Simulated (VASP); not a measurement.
# Nb in VASP: single point with LDA

Aim: the single point of Nb with LDA.

Program: VASP 6.6.1. These are calculated values, not measurements. Logs are shortened: lines on timing, memory, paths and dates and some standing lists are left out, and cuts for length are marked.

### 1 The cell of the first run

The cell holds a slab with vacuum, 24 atoms: a = 6.600 Å, b = 9.900 Å, c = 17.950 Å, α = 90.00°, β = 90.00°, γ = 90.00°.

### 2 Single point, LDA

File INCAR:

```
PREC = Accurate
ENCUT = 400
EDIFF = 1E-6
ISMEAR = -1
SIGMA = 0.05
LREAL = F
LASPH = T
NELM = 120
ALGO = Normal
ISIF = 2
LWAVE = F
LCHARG = F
NBANDS = 174
GGA_COMPAT = F
NELMDL = -8
```

File KPOINTS:

```
regular mesh
0
Gamma
  2 2 1
```

File POSCAR:

```
Nb
1.0
    6.6000000000      0.0000000000      0.0000000000
    0.0000000000      9.9000000000      0.0000000000
    0.0000000000      0.0000000000     17.9500000000
Nb
24
Direct
    0.2500000000      0.1666666667      0.0557103064
    0.7500000000      0.1666666667      0.0557103064
    0.2500000000      0.5000000000      0.0557103064
    0.7500000000      0.5000000000      0.0557103064
    0.2500000000      0.8333333333      0.0557103064
    0.7500000000      0.8333333333      0.0557103064
    0.0161060606     -0.0011010101      0.1306183844
    0.5111212121      0.0039494949      0.1260947075
   -0.0070151515      0.3440202020      0.1321281337
    0.4862424242      0.3406666667      0.1324178273
   -0.0323939394      0.6507474747      0.1398718663
    0.4711212121      0.6796363636      0.1467186630
    0.2472424242      0.1588989899      0.2218885794
    0.7944848485      0.1504848485      0.2322729805
    0.2594242424      0.4748787879      0.2239331476
    0.7560454545      0.4824040404      0.2247688022
    0.2699696970      0.8292020202      0.2349415042
    0.7468939394      0.8084646465      0.2183008357
    0.0079393939     -0.0297878788      0.3129470752
    0.5370151515     -0.0253838384      0.3006796657
    0.0356060606      0.2853535354      0.3099164345
    0.4970757576      0.3168080808      0.3071922006
   -0.0109696970      0.6781414141      0.2983342618
    0.4840909091      0.6575252525      0.3190584958
```

Potentials or basis: VASP PAW LDA potentials, release 64 (Nb_sv).

On the command line:

```bash
cat potpaw_LDA.64/Nb_sv/POTCAR > POTCAR
mpirun -np 1 vasp_std > vasp.out
```

OUTCAR:

```text
PREC = Accurate
   ENCUT = 400
   EDIFF = 1E-6
   ISMEAR = -1
   LREAL = F
   LASPH = T
   NELM = 120
   ISIF = 2
   NELMDL = -8

 ion  position               nearest neighbor table
   1  0.250  0.167  0.056-   7 2.64   8 2.68  10 2.70   9 2.80  13 2.98
   2  0.750  0.167  0.056-   8 2.58   9 2.75   7 2.77  10 2.81
   3  0.250  0.500  0.056-  10 2.61   9 2.67  12 2.82  11 2.83  15 3.03
   4  0.750  0.500  0.056-  11 2.56   9 2.61  10 2.72  12 3.04  16 3.04
   5  0.250  0.833  0.056-   7 2.62  12 2.67   8 2.72  11 3.00
   6  0.750  0.833  0.056-   8 2.63   7 2.75  11 2.76  12 2.89  18 2.93
   7  0.016  0.999  0.131-   5 2.62   1 2.64  13 2.74   6 2.75   2 2.77  14 2.78  17 3.02  18 3.03

   8  0.511  0.004  0.126-   2 2.58   6 2.63   1 2.68   5 2.72  13 2.89  18 2.98  14 3.04
   9  0.993  0.344  0.132-   4 2.61  16 2.66   3 2.67  15 2.74   2 2.75   1 2.80  14 2.94  13 2.96
                            11 3.04
  10  0.486  0.341  0.132-  15 2.59   3 2.61   1 2.70   4 2.72  16 2.81   2 2.81  13 2.88
  11  0.968  0.651  0.140-  18 2.56   4 2.56  16 2.66   6 2.76   3 2.83  23 2.86  15 3.00   5 3.00
                             9 3.04
  12  0.471  0.680  0.147-  17 2.54  18 2.57   5 2.67   3 2.82  15 2.83   6 2.89   4 3.04
  13  0.247  0.159  0.222-  21 2.45  22 2.74   7 2.74  10 2.88   8 2.89  19 2.94   9 2.96   1 2.98
                            14 3.00  20 3.00
  14  0.794  0.150  0.232-  21 2.50  19 2.70  20 2.73   7 2.78  22 2.89   9 2.94  13 3.00   8 3.04

  15  0.259  0.475  0.224-  10 2.59  22 2.67   9 2.74  12 2.83  21 2.84  24 2.90  11 3.00  23 3.00
                             3 3.03
  16  0.756  0.482  0.225-  11 2.66   9 2.66  22 2.79  23 2.80  10 2.81  24 3.02   4 3.04
  17  0.270  0.829  0.235-  12 2.54  20 2.56  19 2.63  23 2.64  24 2.68   7 3.02
  18  0.747  0.808  0.218-  23 2.51  11 2.56  12 2.57  20 2.61  19 2.90  24 2.92   6 2.93   8 2.98
                             7 3.03
  19  0.008  0.970  0.313-  17 2.63  14 2.70  18 2.90  23 2.91  13 2.94
  20  0.537  0.975  0.301-  17 2.56  18 2.61  14 2.73  13 3.00
  21  0.036  0.285  0.310-  13 2.45  14 2.50  15 2.84
  22  0.497  0.317  0.307-  15 2.67  13 2.74  16 2.79  14 2.89
  23  0.989  0.678  0.298-  18 2.51  17 2.64  16 2.80  11 2.86  19 2.91  15 3.00
  24  0.484  0.658  0.319-  17 2.68  15 2.90  18 2.92  16 3.02

  LATTYP: Found a simple orthorhombic cell.
 ALAT       =     6.6000000000
 B/A-ratio  =     1.5000000000
 C/A-ratio  =     2.7196969697

  Lattice vectors:

 A1 = (   6.6000000000,   0.0000000000,   0.0000000000)
 A2 = (   0.0000000000,   9.9000000000,   0.0000000000)
 A3 = (   0.0000000000,   0.0000000000,  17.9500000000)

Analysis of symmetry for initial positions (statically):
=====================================================================
 Subroutine PRICEL returns:
 Original cell was already a primitive cell.

 Routine SETGRP: Setting up the symmetry group for a
 simple orthorhombic supercell.

 Subroutine GETGRP returns: Found  1 space group operations
 (whereof  1 operations were pure point group operations)
 out of a pool of  8 trial point group operations.

The static configuration has the point symmetry C_1 .

Analysis of symmetry for dynamics (positions and initial velocities):
=====================================================================
 Subroutine PRICEL returns:
 Original cell was already a primitive cell.

 Routine SETGRP: Setting up the symmetry group for a
 simple orthorhombic supercell.

 Subroutine GETGRP returns: Found  1 space group operations
 (whereof  1 operations were pure point group operations)
 out of a pool of  8 trial point group operations.

The dynamic configuration has the point symmetry C_1 .

 Subroutine INISYM returns: Found  1 space group operations
 (whereof  1 operations are pure point group operations),
 and found     1 'primitive' translations

----------------------------------------------------------------------------------------

                                     Primitive cell

  volume of cell :    1172.8530

  direct lattice vectors                    reciprocal lattice vectors
     6.600000000  0.000000000  0.000000000     0.151515152  0.000000000  0.000000000
     0.000000000  9.900000000  0.000000000     0.000000000  0.101010101  0.000000000
     0.000000000  0.000000000 17.950000000     0.000000000  0.000000000  0.055710306

  length of vectors
     6.600000000  9.900000000 17.950000000     0.151515152  0.101010101  0.055710306

  position of ions in fractional coordinates (direct lattice)
     0.250000000  0.166666667  0.055710306
     0.750000000  0.166666667  0.055710306
     0.250000000  0.500000000  0.055710306
     0.750000000  0.500000000  0.055710306
     0.250000000  0.833333333  0.055710306
     0.750000000  0.833333333  0.055710306
[... 16 lines left out ...]
     0.989030303  0.678141414  0.298334262
     0.484090909  0.657525253  0.319058496

  ion indices of the primitive-cell ions
   primitive index   ion index
                 1           1
                 2           2
                 3           3
                 4           4
                 5           5
                 6           6
[... 16 lines left out ...]
                23          23
                24          24

----------------------------------------------------------------------------------------

 KPOINTS: regular mesh

Automatic generation of k-mesh.
 Grid dimensions read from file:
 generate k-points for:    2    2    1

 Generating k-lattice:

  Cartesian coordinates                     Fractional coordinates (reciprocal lattice)
     0.075757576  0.000000000  0.000000000     0.500000000  0.000000000  0.000000000
     0.000000000  0.050505051  0.000000000     0.000000000  0.500000000  0.000000000
     0.000000000  0.000000000  0.055710306     0.000000000  0.000000000  1.000000000

  Length of vectors
     0.075757576  0.050505051  0.055710306

  Shift w.r.t. Gamma in fractional coordinates (k-lattice)
     0.000000000  0.000000000  0.000000000

 Subroutine IBZKPT returns following result:
 ===========================================

 Found      4 irreducible k-points:

 Following reciprocal coordinates:
            Coordinates               Weight
  0.000000  0.000000  0.000000      1.000000
  0.500000  0.000000  0.000000      1.000000
  0.000000  0.500000  0.000000      1.000000
  0.500000  0.500000  0.000000      1.000000
   k-points           NKPTS =      4   k-points in BZ     NKDIM =      4   number of bands    NBANDS=    174
   number of dos      NEDOS =    301   number of ions     NIONS =     24
   total plane-waves  NPLWV = 403200
   dimension x,y,z NGX =    48 NGY =   70 NGZ =  120
   dimension x,y,z NGXF=    96 NGYF=  140 NGZF=  240
   ions per type =              24
   NGX,Y,Z   is equivalent  to a cutoff of  12.09, 11.75, 11.11 a.u.
   NGXF,Y,Z  is equivalent  to a cutoff of  24.18, 23.51, 22.23 a.u.
 SYSTEM =  unknown system
   PREC   = accura    normal or accurate (medium, high low for compatibility)
   ISTART =      0    job   : 0-new  1-cont  2-samecut
   ICHARG =      2    charge: 1-file 2-atom 10-const
   ISPIN  =      1    spin polarized calculation?
   LNONCOLLINEAR =      F non collinear calculations
   LSORBIT =      F    spin-orbit coupling
   LASPH  =      T    aspherical Exc in radial PAW
   ENCUT  =  400.0 eV  29.40 Ry    5.42 a.u.  10.76 16.14 29.27*2*pi/ulx,y,z
   NELM   =    120;   NELMIN=  2; NELMDL= -8     # of ELM steps
   EDIFF  = 0.1E-05   stopping-criterion for ELM
   LREAL  =      F    real-space projection
[... 7 lines left out ...]
   TEBEG  =    0.0;   TEEND  =   0.0 temperature during run
   PSTRESS=    0.0 pullay stress
   NELECT =     312.0000    total number of electrons
   NUPDOWN=      -1.0000    fix difference up-down
   EMIN   =  10.00;   EMAX   =-10.00  energy-range for DOS
   EFERMI =   0.00;   METHOD = LEGACY
   ISMEAR =    -1;   SIGMA  =   0.05  broadening in eV -4-tet -1-fermi 0-gaus
   EFERMI_NEDOS =   21; number of points for ismear=-14 and -15
   IALGO  =     38    algorithm
   IMIX   =      4    mixing-type and parameters
     AMIX     =   0.40;   BMIX     =  1.00
     AMIX_MAG =   1.60;   BMIX_MAG =  1.00
  volume/ion in A,a.u.               =      48.87       329.78
  Fermi-wavevector in a.u.,A,eV,Ry     =   1.052879  1.989653 15.082798  1.108554
  Thomas-Fermi vector in A             =   2.187979
   LORBIT       =      0    0 simple, 1 ext, 2 COOP (PROOUT), +10 PAW based schemes
   GGA     = CA    functional components
   LHFCALC =     F    Hartree Fock is set to
   AEXX    =    0.0000 exact exchange contribution
   IVDW    =     0    specifies the selected vdW correction
   LEPSILON=     F    determine dielectric tensor
   LRPA    =     F    only Hartree local field effects (RPA)
 non-spin polarized calculation
  energy-cutoff  :      400.00
  volume of cell :     1172.85
 maximum number of plane-waves:     21332
 NGX is ok and might be reduce to    48
   NGX = 21   NGY = 33   NGZ = 59

 number of electron     311.9999993 magnetization

 Free energy of the ion-electron system (eV)
  ---------------------------------------------------
  ext. energy  EPLUGINS =         0.00000000
  ---------------------------------------------------
  free energy    TOTEN  =      -243.48350597 eV

  energy without entropy =     -243.20563650  energy(sigma->0) =     -243.34457124

 E-fermi :   1.8377     XC(G=0):  -5.8751

 val. band max:        1.8287820227   @ k =   0.0000   0.0000   0.0000
 cond. band min:       1.8451952913   @ k =   0.5000   0.5000   0.0000
 fundamental gap:      0.0164132687
 Fermi energy:         1.8376907827

 k-point     1 :       0.0000    0.0000    0.0000
  band No.  band energies     occupation
      1     -52.8619      2.00000
      2     -52.7271      2.00000
      3     -52.7081      2.00000
      4     -52.6744      2.00000
      5     -52.6473      2.00000
      6     -52.6415      2.00000
[... 160 lines left out ...]
    167       2.5596      0.00000
    168       2.6436      0.00000

 k-point     2 :       0.5000    0.0000    0.0000
  band No.  band energies     occupation
      1     -52.8604      2.00000
      2     -52.7119      2.00000
      3     -52.6912      2.00000
      4     -52.6713      2.00000
      5     -52.6574      2.00000
      6     -52.6415      2.00000
[... 160 lines left out ...]
    167       2.2456      0.00057
    168       2.3184      0.00013

 k-point     3 :       0.0000    0.5000    0.0000
  band No.  band energies     occupation
      1     -52.8617      2.00000
      2     -52.7197      2.00000
      3     -52.7047      2.00000
      4     -52.6932      2.00000
      5     -52.6461      2.00000
      6     -52.6389      2.00000
[... 160 lines left out ...]
    167       2.5449      0.00000
    168       2.6299      0.00000

 k-point     4 :       0.5000    0.5000    0.0000
  band No.  band energies     occupation
      1     -52.8603      2.00000
      2     -52.7112      2.00000
      3     -52.6866      2.00000
      4     -52.6696      2.00000
      5     -52.6624      2.00000
      6     -52.6482      2.00000
[... 160 lines left out ...]
    167       2.3075      0.00017
    168       2.3342      0.00010
 [bands above 168 left out]

------------------------ aborting loop because EDIFF is reached ----------------------------------------

  FORCE on cell =-STRESS in cart. coord.  units (eV):
  Direction    XX          YY          ZZ          XY          YZ          ZX
  --------------------------------------------------------------------------------------
  -------------------------------------------------------------------------------------
  Total      -20.1251069    -18.9935960      1.6624433     -0.6969096      4.7544368     -3.2372751
  in kB      -27.4919278    -25.9462259      2.2709828     -0.9520143      6.4948044     -4.4222837
  external PRESSURE =     -17.0557236 kB  Pullay stress =       0.0000000 kB

 VOLUME and BASIS-vectors are now :
 -----------------------------------------------------------------------------
  energy-cutoff  :      400.00
  volume of cell :     1172.85
      direct lattice vectors                 reciprocal lattice vectors
     6.600000000  0.000000000  0.000000000     0.151515152  0.000000000  0.000000000
     0.000000000  9.900000000  0.000000000     0.000000000  0.101010101  0.000000000
     0.000000000  0.000000000 17.950000000     0.000000000  0.000000000  0.055710306

 POSITION                                       TOTAL-FORCE (eV/Angst)
 -----------------------------------------------------------------------------------
      1.65000      1.65000      1.00000        -0.306763      0.368887     -0.466044
      4.95000      1.65000      1.00000         0.026650      0.475739      0.004443
      1.65000      4.95000      1.00000         0.021924      0.717086      0.058714
      4.95000      4.95000      1.00000        -0.702996      0.334734     -0.312837
      1.65000      8.25000      1.00000        -0.127931     -0.186749      0.122528
      4.95000      8.25000      1.00000        -0.109324      0.069766     -0.135556
[... 16 lines left out ...]
      6.52760      6.71360      5.35510         0.472423     -0.830467      1.245663
      3.19500      6.50950      5.72710         0.087143     -0.552664     -1.329897
 -----------------------------------------------------------------------------------
    total drift:                               -0.000104     -0.000649     -0.001514

  FREE ENERGIE OF THE ION-ELECTRON SYSTEM (eV)
  ---------------------------------------------------
  free  energy   TOTEN  =      -243.4835059733 eV

  energy  without entropy=     -243.2056364974  energy(sigma->0) =     -243.34457124
```

Wall time 85 min (1 thread of Intel Xeon 8259CL, shared host); peak memory 0.78 GiB.

Results:

- Free energy: -243.4835 eV
- Largest force: 3.256 eV/Å
- Band gap on the k mesh: zero (bands 156 and 157 overlap by 0.25 eV)

Forces on the atoms (eV/Å):
```
Nb  -0.307  0.369 -0.466
Nb   0.027  0.476  0.004
Nb   0.022  0.717  0.059
Nb  -0.703  0.335 -0.313
Nb  -0.128 -0.187  0.123
Nb  -0.109  0.070 -0.136
Nb  -0.558 -0.713  0.351
Nb   0.136 -0.624  0.906
Nb   0.648 -2.206  0.126
Nb   1.464 -1.275  0.152
Nb   2.046  1.056 -0.817
Nb   0.721 -2.336 -2.150
Nb   1.680 -0.628 -0.398
Nb  -2.250  0.269 -0.969
Nb  -0.825  1.760  1.300
Nb  -1.188  0.299  1.353
Nb  -1.087  0.201 -0.705
Nb  -0.085  2.025  0.796
Nb  -0.125  0.011 -0.005
Nb   0.148  0.691  0.748
Nb  -0.238  1.080  0.560
Nb   0.150 -0.007 -0.435
Nb   0.472 -0.830  1.246
Nb   0.087 -0.553 -1.330
```

Caveat: the k points lie up to 0.48 Å⁻¹ apart; the atoms stand as in a frame of molecular dynamics; there is no dipole correction, which matters where the two faces differ.
